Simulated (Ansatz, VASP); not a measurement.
Two plane-wave programs on TiN

```
CELL_PARAMETERS angstrom
0.00000 1.79755 1.79755
1.79755 0.00000 1.79755
1.79755 1.79755 0.00000
ATOMIC_POSITIONS crystal
Ti 0.00000 0.00000 0.00000
N 0.50000 0.50000 0.50000
```

Change from the starting cell: volume scaled by 0.64, PAW files.

Alike in both runs: task single point; functional LDA; k mesh 17 × 17 × 17; occupations fermi-dirac, width 0.08 eV; no spin polarisation.

|  | VASP | Ansatz |
| --- | --- | --- |
| version | VASP 6.6.1 | Ansatz 0.2.0 |
| potentials or method | VASP PAW LDA potentials, release 64 (Ti_sv, N) | PAW with Ansatz's default frozen-core files, scalar-relativistic |
| plane-wave cutoff (eV) | 520 | 420 |
| valence electrons in the cell | 17 | 17 |

VASP gave:

* pressure (GPa): 359.3

Problem. Which values does Ansatz return?

Solution. Pressure (GPa): 357.5.

LDA's correlation is that of Perdew and Zunger in VASP and of Perdew and Wang (1992) in Ansatz. Both programs put the cell under a high pressure, so it lies far from rest at this level.

Noted on VASP's run: the cell as given lies far from equilibrium.
